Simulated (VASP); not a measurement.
# BaH4 (I4/mmm) in VASP: a series of runs, part 2 of 2

VASP 6.6.1. Earlier steps stand in the parts before.

**4. Single point, PBEsol**

This run uses another cell than the first one, of 8.17 Å³/atom.

Contents of INCAR:

```
SYSTEM = BaH4
PREC     = Accurate       ! precision mode
ENCUT    = 520            ! plane-wave cutoff, eV
EDIFF    = 1E-6           ! SCF threshold, eV
ISMEAR   = 0              ! smearing method
SIGMA    = 0.03           ! smearing width, eV
LREAL    = .FALSE.        ! projectors in reciprocal space
LASPH    = .TRUE.         ! aspherical terms in the spheres
NELM     = 80             ! most SCF steps
ALGO     = Normal         ! electronic algorithm
ISIF     = 2              ! what is computed and relaxed
LWAVE    = .FALSE.        ! write WAVECAR
LCHARG   = .TRUE.         ! write CHGCAR
GGA      = PS             ! functional
LELF     = .TRUE.         ! ELF
LVHAR    = .TRUE.       
NBANDS   = 15             ! bands
```

Contents of KPOINTS:

```
Automatic mesh
0
G
  10 10 10
  0 0 0
```

Contents of POSCAR:

```
BaH4
1.0
   -1.8065179554      1.8065179554      3.1309177180
    1.8065179554     -1.8065179554      3.1309177180
    1.8065179554      1.8065179554     -3.1309177180
Ba H
1 4
Direct
    0.0000000000      0.0000000000      0.0000000000
    0.7500000000      0.2500000000      0.5000000000
    0.2500000000      0.7500000000      0.5000000000
    0.4353609975      0.4353609975      0.0000000000
    0.5646390025      0.5646390025      0.0000000000
```

Potentials or basis: VASP PAW PBE potentials, release 64 (Ba_sv, H).

On the command line:

```sh
cat potpaw_PBE.64/Ba_sv/POTCAR potpaw_PBE.64/H/POTCAR > POTCAR
mpirun -np 1 vasp_std > vasp.out
```

OUTCAR:

```text
SYSTEM = BaH4
   PREC = Accurate
   ENCUT = 520
   EDIFF = 1E-6
   ISMEAR = 0
   LREAL = .FALSE.
   LASPH = .TRUE.
   NELM = 80
   ISIF = 2
   GGA = PS

 ion  position               nearest neighbor table
   1  0.000  0.000  0.000-   2 2.39   3 2.39   2 2.39   3 2.39   2 2.39   3 2.39   2 2.39   3 2.39
                             5 2.59   4 2.59   5 2.59   4 2.59   5 2.59   4 2.59   5 2.59   4 2.59
   2  0.750  0.250  0.500-   1 2.39   1 2.39   1 2.39   1 2.39
   3  0.250  0.750  0.500-   1 2.39   1 2.39   1 2.39   1 2.39
   4  0.435  0.435  0.000-   5 0.81   1 2.59   1 2.59   1 2.59   1 2.59   1 2.73
   5  0.565  0.565  0.000-   4 0.81   1 2.59   1 2.59   1 2.59   1 2.59   1 2.73

  LATTYP: Found a body centered tetragonal cell.
 ALAT       =     3.6130359108
 C/A-ratio  =     1.7331229444

  Lattice vectors:

 A1 = (  -1.8065179554,   1.8065179554,   3.1309177180)
 A2 = (   1.8065179554,  -1.8065179554,   3.1309177180)
 A3 = (   1.8065179554,   1.8065179554,  -3.1309177180)

Analysis of symmetry for initial positions (statically):
=====================================================================
 Subroutine PRICEL returns:
 Original cell was already a primitive cell.

 Routine SETGRP: Setting up the symmetry group for a
 body centered tetragonal supercell.

 Subroutine GETGRP returns: Found 16 space group operations
 (whereof 16 operations were pure point group operations)
 out of a pool of 16 trial point group operations.

The static configuration has the point symmetry D_4h.

Analysis of symmetry for dynamics (positions and initial velocities):
=====================================================================
 Subroutine PRICEL returns:
 Original cell was already a primitive cell.

 Routine SETGRP: Setting up the symmetry group for a
 body centered tetragonal supercell.

 Subroutine GETGRP returns: Found 16 space group operations
 (whereof 16 operations were pure point group operations)
 out of a pool of 16 trial point group operations.

The dynamic configuration has the point symmetry D_4h.

 Subroutine INISYM returns: Found 16 space group operations
 (whereof 16 operations are pure point group operations),
 and found     1 'primitive' translations

[... 139 lines left out ...]

 Free energy of the ion-electron system (eV)
  ---------------------------------------------------
  ext. energy  EPLUGINS =         0.00000000
  ---------------------------------------------------
  free energy    TOTEN  =       -15.48648538 eV

  energy without entropy =      -15.48648538  energy(sigma->0) =      -15.48648538

 E-fermi :   3.5077     XC(G=0): -10.5372

 val. band max:        3.2511249108   @ k =   0.5000   0.5000  -0.0000
 cond. band min:       4.1120287299   @ k =   0.5000   0.0000  -0.0000
 fundamental gap:      0.8609038191
 Fermi energy:         3.5077466041

 k-point     1 :       0.0000    0.0000    0.0000
  band No.  band energies     occupation
      1     -23.5121      2.00000
      2      -7.9606      2.00000
      3      -7.8675      2.00000
      4      -7.8675      2.00000
      5      -6.1211      2.00000
      6       1.0915      2.00000
      7       2.9047      2.00000
      8       5.0437      0.00000
      9       6.5827      0.00000
     10       6.5827      0.00000
     11       6.8268      0.00000
     12       8.6028      0.00000
     13      10.4614      0.00000
     14      13.0583      0.00000
[... 401 lines left out ...]
      2     -10.0939      2.00000
      3      -9.3411      2.00000
      4      -8.5072      2.00000
      5      -4.8296      2.00000
      6      -0.0669      2.00000
      7       2.0421      2.00000
      8       5.7710      0.00000
      9       8.1472      0.00000
     10       9.5318      0.00000
     11      10.7206      0.00000
     12      13.1658      0.00000
     13      13.5116      0.00000
     14      14.2903      0.00000
     15      16.0317      0.00000

 [... further k-points ...]

------------------------ aborting loop because EDIFF is reached ----------------------------------------

  FORCE on cell =-STRESS in cart. coord.  units (eV):
  Direction    XX          YY          ZZ          XY          YZ          ZX
  --------------------------------------------------------------------------------------
  -------------------------------------------------------------------------------------
  Total        7.0896254      7.0896254      7.0109955      0.0000000      0.0000000     -0.0000000
  in kB      277.9186303    277.9186303    274.8362782      0.0000000      0.0000000     -0.0000000
  external PRESSURE =     276.8911796 kB  Pullay stress =       0.0000000 kB

 VOLUME and BASIS-vectors are now :
 -----------------------------------------------------------------------------
  energy-cutoff  :      520.00
  volume of cell :       40.87
      direct lattice vectors                 reciprocal lattice vectors
    -1.806517955  1.806517955  3.130917718     0.000000000  0.276775550  0.159697586
     1.806517955 -1.806517955  3.130917718     0.276775550  0.000000000  0.159697586
     1.806517955  1.806517955 -3.130917718     0.276775550  0.276775550  0.000000000

 POSITION                                       TOTAL-FORCE (eV/Angst)
 -----------------------------------------------------------------------------------
      0.00000      0.00000      0.00000         0.000000      0.000000      0.000000
      0.00000      1.80652      1.56546         0.000000      0.000000      0.000000
      1.80652      0.00000      1.56546         0.000000      0.000000      0.000000
      0.00000      0.00000      2.72616         0.000000      0.000000      0.019570
      0.00000      0.00000      3.53568        -0.000000     -0.000000     -0.019570
 -----------------------------------------------------------------------------------
    total drift:                                0.000000     -0.000000     -0.000000

  FREE ENERGIE OF THE ION-ELECTRON SYSTEM (eV)
  ---------------------------------------------------
  free  energy   TOTEN  =       -15.4864853760 eV

  energy  without entropy=      -15.4864853760  energy(sigma->0) =      -15.48648538
```

OSZICAR:

```text
N       E                     dE             d eps       ncg     rms          rms(c)
DAV:   1     0.462968599838E+02    0.46297E+02   -0.65465E+03  3060   0.850E+02
DAV:   2    -0.139819703499E+02   -0.60279E+02   -0.54810E+02  4310   0.158E+02
DAV:   3    -0.163705005346E+02   -0.23885E+01   -0.23762E+01  3873   0.289E+01
DAV:   4    -0.163961454971E+02   -0.25645E-01   -0.25642E-01  3736   0.310E+00
DAV:   5    -0.163966152010E+02   -0.46970E-03   -0.46970E-03  3792   0.347E-01    0.107E+01
DAV:   6    -0.156916163280E+02    0.70500E+00   -0.40308E-01  3529   0.420E+00    0.626E+00
DAV:   7    -0.154878587211E+02    0.20376E+00   -0.50260E-01  3788   0.449E+00    0.102E+00
DAV:   8    -0.154868787530E+02    0.97997E-03   -0.41486E-02  3473   0.149E+00    0.162E-01
DAV:   9    -0.154864738723E+02    0.40488E-03   -0.15908E-03  3389   0.308E-01    0.104E-01
DAV:  10    -0.154864883620E+02   -0.14490E-04   -0.16940E-04  3733   0.113E-01    0.166E-02
DAV:  11    -0.154864858842E+02    0.24778E-05   -0.26454E-05  3648   0.317E-02    0.101E-02
DAV:  12    -0.154864853760E+02    0.50827E-06   -0.38203E-06  3473   0.155E-02
   1 F= -.15486485E+02 E0= -.15486485E+02  d E =-.564198E-36
```

Wall time 64 s (1 thread of Intel Xeon Platinum 8259CL at 2.50GHz (Skylake/Cascade Lake), shared host); peak memory 0.21 GiB.

Results:

```yaml
Free_energy: -15.4865 eV
Pressure: 27.7 GPa
Largest_force: 0.020 eV/Å
Band_gap_on_the_k_mesh: 0.86 eV (least direct gap 0.95 eV)
```

Forces in eV/Å, atoms in the order of the input:
```
Ba   0.000  0.000  0.000
H    0.000  0.000  0.000
H    0.000  0.000  0.000
H    0.000  0.000  0.020
H    0.000  0.000 -0.020
```

Stress tensor (GPa, compression positive):
```
27.79  0.00  0.00
 0.00 27.79  0.00
 0.00  0.00 27.48
```

Caveat: the cell stands under pressure; the PAW data sets were made with another functional, which shifts forces and pressure a little; spin-orbit coupling is left out, which moves the levels of the heavy elements.

**5. Relaxation of cell and atoms, PBEsol, target pressure 25 GPa, at which the enthalpy is minimised**

This run uses another cell than the first one, of 9.70 Å³/atom.

Contents of INCAR:

```
SYSTEM = BaH4
  PREC = Accurate
  ENCUT = 600
  EDIFF = 1E-7
  ISMEAR = 0
  SIGMA = 0.03
  LREAL = .FALSE.
  LASPH = .TRUE.
  NELM = 80
  ALGO = Normal
  ISIF = 3
  LWAVE = .FALSE.
  LCHARG = .FALSE.
  GGA = PS
  IBRION = 2
  NSW = 80
  EDIFFG = -0.002
  PSTRESS = 250.0
```

Contents of KPOINTS:

```
regular mesh
0
G
  10 10 10
  0 0 0
```

Contents of POSCAR:

```
BaH4
1.0
   -1.8750000000      1.8750000000      3.4500000000
    1.8750000000     -1.8750000000      3.4500000000
    1.8750000000      1.8750000000     -3.4500000000
Ba H
1 4
Direct
    0.0000000000      0.0000000000      0.0000000000
    0.7500000000      0.2500000000      0.5000000000
    0.2500000000      0.7500000000      0.5000000000
    0.4400000000      0.4400000000      0.0000000000
    0.5600000000      0.5600000000      0.0000000000
```

On the command line:

```sh
cat potpaw_PBE.64/Ba_sv/POTCAR potpaw_PBE.64/H/POTCAR > POTCAR
mpirun -np 1 vasp_std > vasp.out
```

Wall time 11 min (1 thread of Intel Xeon Platinum 8259CL at 2.50GHz (Skylake/Cascade Lake), shared host); peak memory 0.27 GiB.

Results (log left out):

```yaml
Free_energy: -15.6537 eV
Relaxed_volume: 8.37 Å³/atom
Relaxed_cell: a = 4.065 Å, b = 4.065 Å, c = 4.065 Å, α = 126.61°, β = 126.61°, γ = 78.89°
Space_group_after_relaxing_to_0.1_Å: I4/mmm (No. 139)
Energy_change_on_relaxing_the_run_minimises_the_enthalpy: +126.9 meV/atom
Ionic_steps: 16
Pressure_after_relaxing: 25.0 GPa
Band_gap_on_the_k_mesh: 1.00 eV (least direct gap 1.05 eV)
```

The path:
| step | energy change (eV) | largest force (eV/Å) | pressure (GPa) | volume (Å³) |
| --- | --- | --- | --- | --- |
| 1 | 0.0000 | 0.4589 | 9.78 | 48.52 |
| 2 | 0.6560 | 2.1656 | 25.51 | 42.31 |
| 3 | 0.5315 | 1.7404 | 23.06 | 43.06 |
| 4 | 0.9759 | 0.8780 | 29.04 | 40.04 |
| 5 | 0.7131 | 0.1014 | 25.88 | 41.43 |
| 6 | 0.7198 | 0.0650 | 25.97 | 41.39 |
| 7 | 0.6712 | 0.0228 | 25.14 | 41.67 |
| 8 | 0.5952 | 0.1674 | 23.81 | 42.14 |
| 9 | 0.5924 | 0.0045 | 24.10 | 42.15 |
| 10 | 0.5919 | 0.0913 | 24.28 | 42.15 |
| 11 | 0.6104 | 0.0425 | 24.60 | 42.02 |
| 12 | 0.6315 | 0.0107 | 24.96 | 41.88 |
| 13 | 0.6324 | 0.0129 | 24.97 | 41.88 |
| 14 | 0.6332 | 0.0149 | 24.98 | 41.87 |
| 15 | 0.6353 | 0.0049 | 25.06 | 41.86 |
| 16 | 0.6346 | 0.0018 | 25.02 | 41.87 |

Final structure:
```cif
data_structure
_symmetry_space_group_name_H-M 'P 1'
_symmetry_Int_Tables_number 1
_cell_length_a 4.0646
_cell_length_b 4.0646
_cell_length_c 4.0646
_cell_angle_alpha 126.609
_cell_angle_beta 126.609
_cell_angle_gamma 78.889
_cell_volume 41.87
loop_
_atom_site_label
_atom_site_type_symbol
_atom_site_fract_x
_atom_site_fract_y
_atom_site_fract_z
_atom_site_occupancy
Ba1 Ba 0.00000 0.00000 0.00000 1
H1 H 0.75000 0.25000 0.50000 1
H2 H 0.25000 0.75000 0.50000 1
H3 H 0.43580 0.43580 0.00000 1
H4 H 0.56420 0.56420 0.00000 1
```

Levels at points of the mesh, in eV from the valence-band top:
| k point | band 3 | band 4 | band 5 | band 6 | band 7 | band 8 | band 9 | band 10 | band 11 |
| --- | --- | --- | --- | --- | --- | --- | --- | --- | --- |
| (0.00, 0.00, 0.00) | -11.09 | -11.09 | -9.24 | -2.03 | -0.27 | 1.94 | 3.38 | 3.38 | 3.74 |
| (0.50, 0.00, 0.00) | -11.57 | -11.07 | -6.63 | -4.39 | -0.06 | 1.00 | 2.90 | 7.02 | 7.11 |
| (0.50, 0.50, 0.00) | -12.29 | -11.57 | -9.06 | -4.01 | 0.00 | 3.29 | 5.28 | 6.41 | 8.36 |
| (0.50, 0.50, 0.50) | -11.45 | -11.45 | -8.81 | -2.93 | -0.92 | 6.35 | 8.09 | 8.09 | 8.24 |

Caveat: the cell is relaxed towards a set pressure, so the run minimises the enthalpy, not the energy; the PAW data sets were made with another functional, which shifts forces and pressure a little; spin-orbit coupling is left out, which moves the levels of the heavy elements.

**6. Overview**

| task | cell | cutoff (eV) | gap on the mesh (eV) | pressure (GPa) |
| --- | --- | --- | --- | --- |
| relaxation of cell and atoms | relaxed to 50 GPa from a = 3.957 Å, angles 127.6, 127.6, 77.3°, 5 atoms, atomic positions A | 500 | 0.06 | 50.0 |
| relaxation of cell and atoms | relaxed to 35 GPa from a = 4.041 Å, angles 126.9, 126.9, 78.4°, 5 atoms, atomic positions A | 500 | 0.56 | 35.0 |
| single point | a = 4.041 Å, angles 126.9, 126.9, 78.4°, 5 atoms, atomic positions A | 520 | 0.86 | 27.7 |
| relaxation of cell and atoms | relaxed to 25 GPa from a = 4.351 Å, angles 128.9, 128.9, 75.1°, 5 atoms, atomic positions B | 600 | 1.00 | 25.0 |

Alike in all rows: level PBEsol; potentials or basis VASP PAW PBE potentials, release 64 (Ba_sv, H); no spin polarisation; k mesh 10 × 10 × 10; smearing gaussian 0.03 eV.

Caveats: the PAW data sets were made with another functional, which shifts forces and pressure a little; spin-orbit coupling is left out, which moves the levels of the heavy elements; the cell is relaxed towards a set pressure, so the run minimises the enthalpy, not the energy (at least some runs); the cell stands under pressure (at least some runs).

Absolute energies hang on the potentials; compare differences alone.
